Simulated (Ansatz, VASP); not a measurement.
Se in VASP and in Ansatz

```
CELL_PARAMETERS angstrom
4.06815 0.00000 0.00000
-2.03407 3.52312 0.00000
0.00000 0.00000 5.12773
ATOMIC_POSITIONS crystal
Se 0.24735 0.00000 0.33333
Se 0.00000 0.24735 0.66667
Se 0.75265 0.75265 0.00000
```

Alike in both runs: task relaxation of cell and atoms; functional PBE; dispersion D3(BJ); k mesh 12 × 12 × 8; no spin polarisation.

```csv
,VASP,Ansatz
version,VASP 6.6.1,Ansatz 0.2.0
potentials or method,"VASP PAW PBE potentials, release 64 (Se), cutoff 600 eV","scalar-relativistic, plane waves, PAW"
occupations,"gaussian, width 0.01 eV",fixed
valence electrons in the cell,18,48
```

```tsv
	VASP	Ansatz	Ansatz less VASP
gap on the k mesh at the Fermi level, each at its own relaxed structure (eV)	0.50	0.52	+0.017
relaxed volume (Å³/atom)	24.47	24.50	+0.027
relaxed cell length with the largest relative difference (Å)	4.063	4.067	+0.0040
```

VASP's potentials hold 18 valence electrons a cell and Ansatz's 48, so a difference there can come from the potentials and not from the codes.
